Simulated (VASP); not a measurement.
Ti2W3, 5 atoms in the cell. It takes space group I4/mmm (No. 139, tetragonal). The conventional cell has a = 3.183 Å, b = 3.183 Å, c = 16.129 Å, α = 90.00°, β = 90.00°, γ = 90.00°. Within 3.6 Å of Ti (site symmetry 4mm) lie 6 W at 2.72 to 3.35 Å and 8 Ti at 2.89 to 3.18 Å. W (site symmetry 4/mmm) has 12 W at 2.76 to 3.18 Å and 2 Ti at 3.13 Å within 3.6 Å. W (site symmetry 4mm) has 5 Ti at 2.72 to 3.35 Å and 9 W at 2.76 to 3.18 Å within 3.6 Å. 

- Program: VASP 6.6.1
- Task: single point
- Functional: PBE
- Potentials or basis: VASP PAW PBE potentials, release 64 (Ti_sv, W_sv)
- Cutoff: 520 eV
- k mesh: 8 × 8 × 8
- Occupations: gaussian, width 0.1 eV
- Spin: collinear spin
- Starting moments: [1.0, 1.0, 0.0, 0.0, 0.0] μB
- Dipole correction: no
- Further INCAR settings: ALGO = Fast; EDIFF = 1e-06; NBANDS = 45

Potentials or basis: VASP PAW PBE potentials, release 64 (Ti_sv, W_sv).

The run is started by

```sh
$ cat potpaw_PBE.64/Ti_sv/POTCAR potpaw_PBE.64/W_sv/POTCAR > POTCAR
$ mpirun -np 1 vasp_std > vasp.out
```

Hardware: 1 thread of Intel(R) Xeon(R) Platinum 8488C (Sapphire Rapids), with other jobs on the host.

Q: How long does it take, and how much memory?

A: Run time: 81 min on 1 thread of Intel(R) Xeon(R) Platinum 8488C (Sapphire Rapids), with other jobs on the host, peak memory 0.94 GiB. Counts: scf iterations 35, k points 59.
